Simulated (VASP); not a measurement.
Input of a VASP 6.6.1 run:

Contents of INCAR:

```
PREC = Accurate
ENCUT = 520
EDIFF = 1E-6
ISMEAR = 1
SIGMA = 0.0754
LREAL = False
LASPH = True
NELM = 80
ALGO = Normal
ISIF = 2
LWAVE = False
LCHARG = False
GGA = PE
NBANDS = 30
```

The input KPOINTS:

```
regular mesh
0
Gamma
  5 5 5
```

POSCAR

```
SrZr2As2
1.0
    0.0000000000      4.0215590000      0.0000000000
    4.0215590000      0.0000000000      0.0000000000
    2.0107790000      2.0107790000     -6.1531760000
As Sr Zr
2 1 2
Direct
    0.3525000000      0.3525000000      0.2950000000
    0.6475000000      0.6475000000      0.7050000000
    0.0000000000      0.0000000000      0.0000000000
    0.7500000000      0.2500000000      0.5000000000
    0.2500000000      0.7500000000      0.5000000000
```

Potentials or basis: VASP PAW PBE potentials, release 64 (As, Sr_sv, Zr_sv).

Run with:

```console
$ cat potpaw_PBE.64/As/POTCAR potpaw_PBE.64/Sr_sv/POTCAR potpaw_PBE.64/Zr_sv/POTCAR > POTCAR
$ mpirun -np 1 vasp_std > vasp.out
```

Task: Estimate the pressure.

Result: 48.9 GPa.

Task: Predict the band gap on the k mesh.

Result: Zero (bands 22 and 23 overlap by 1.36 eV).

Task: Estimate the largest force.

Result: 8.197 eV/Å.

Stress tensor (GPa, compression positive):
```
54.26  0.00  0.00
 0.00 54.26  0.00
 0.00  0.00 38.20
```

Caveat: the cell stands under pressure; forces of over 1 eV/Å act on the atoms, so gaps and moduli don't describe the material at rest.
